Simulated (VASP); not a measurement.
A run of VASP 6.6.1 is set up as follows.

INCAR

```
SYSTEM = Dy2Be3O
ALGO     = Normal         ! electronic algorithm
EDIFF    = 1E-6           ! SCF threshold, eV
ENCUT    = 600            ! plane-wave cutoff, eV
GGA      = PE             ! functional
GGA_COMPAT= .False.      
ISIF     = 2              ! what is computed and relaxed
ISMEAR   = 0              ! smearing method
LASPH    = .True.         ! aspherical terms in the spheres
LCHARG   = .False.        ! write CHGCAR
LMAXMIX  = 6              ! l up to which the mixer works
LREAL    = .False.        ! projectors in reciprocal space
LWAVE    = .False.        ! write WAVECAR
NBANDS   = 24             ! bands
NELM     = 200            ! most SCF steps
PREC     = Accurate       ! precision mode
SIGMA    = 0.1            ! smearing width, eV
```

KPOINTS

```
k-points
0
Gamma
  6 6 4
  0 0 0
```

The input POSCAR:

```
Dy2Be3O
1.0
    4.4998517126      0.0000000000      0.0000000000
   -2.2499258563      3.8969858964      0.0000000000
    0.0000000000      0.0000000000      5.1894742523
Dy Be O
2 3 1
Direct
    0.3333333333      0.6666666667      0.0000000000
    0.6666666667      0.3333333333      0.0000000000
    0.5665569067      0.0000000000      0.5000000000
    0.0000000000      0.5665569067      0.5000000000
    0.4334430933      0.4334430933      0.5000000000
    0.0000000000      0.0000000000      0.0000000000
```

Potentials or basis: VASP PAW PBE potentials, release 64 (Dy_3, Be, O), 4f in core.

Command:

```bash
$ cat potpaw_PBE.64/Dy_3/POTCAR potpaw_PBE.64/Be/POTCAR potpaw_PBE.64/O/POTCAR > POTCAR
$ mpirun -np 1 vasp_std > vasp.out
```

**Question.** Predict the largest force.

**Answer.** 0.010 eV/Å.

**Question.** Predict the pressure.

**Answer.** 0.6 GPa.

Stress tensor (GPa, compression positive):
```
0.69 0.00 0.00
0.00 0.69 0.00
0.00 0.00 0.44
```

Caveat: spin-orbit coupling is left out, which moves the levels of the heavy elements; the 4f electrons are frozen in the core, so they carry no moment and show no levels; the run has no spin polarisation, though such a crystal can be magnetic. Spin polarisation is off, so any magnetic state and its effect on volume and gap are missing.
